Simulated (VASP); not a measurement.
Crystal: InAs.

```
In As
1.0
     3.12045    0.00000    0.00000
    -1.56023    2.70239    0.00000
     0.00000    0.00000    5.53927
In As
1 1
Direct
  0.00000 0.00000 0.00000
  0.00000 0.00000 0.50000
```

The cell was generated, and may not be a known phase.

```yaml
Program: VASP 6.6.1
Task: relaxation of cell and atoms
Functional: PBE
Potentials_or_basis: VASP PAW PBE potentials, release 64 (In_d, As)
Cutoff: 600 eV
k_mesh: 24 × 24 × 10
Occupations: gaussian, width 0.1 eV
Spin: no spin polarisation
```

At the start: pressure 0.1 GPa; volume 23.36 Å³/atom.

**Question.** Where does the relaxation end?

**Answer.** Over 6 steps the energy falls by 32.2 meV/atom and the volume is 23.20 Å³/atom (-0.7 %); space group P6/mmm (No. 191, to 0.1 Å) before and after.

The path:
```csv
step,energy change (eV),largest force (eV/Å),pressure (GPa),volume (Å³)
1,0.0000,0.0000,0.13,46.71
2,-0.0632,0.0000,-0.43,46.77
3,-0.0639,0.0000,-0.45,46.77
4,-0.0639,0.0000,-0.43,46.77
5,-0.0644,0.0000,0.09,46.33
6,-0.0645,0.0000,0.02,46.40
```

Final structure:
```xyz
2
Lattice="3.0402 0.0000 0.0000 -1.5201 2.6329 0.0000 0.0000 0.0000 5.7971" Properties=species:S:1:pos:R:3 pbc="T T T"
In    0.0000    0.0000    0.0000
As    0.0000    0.0000    2.8986
```
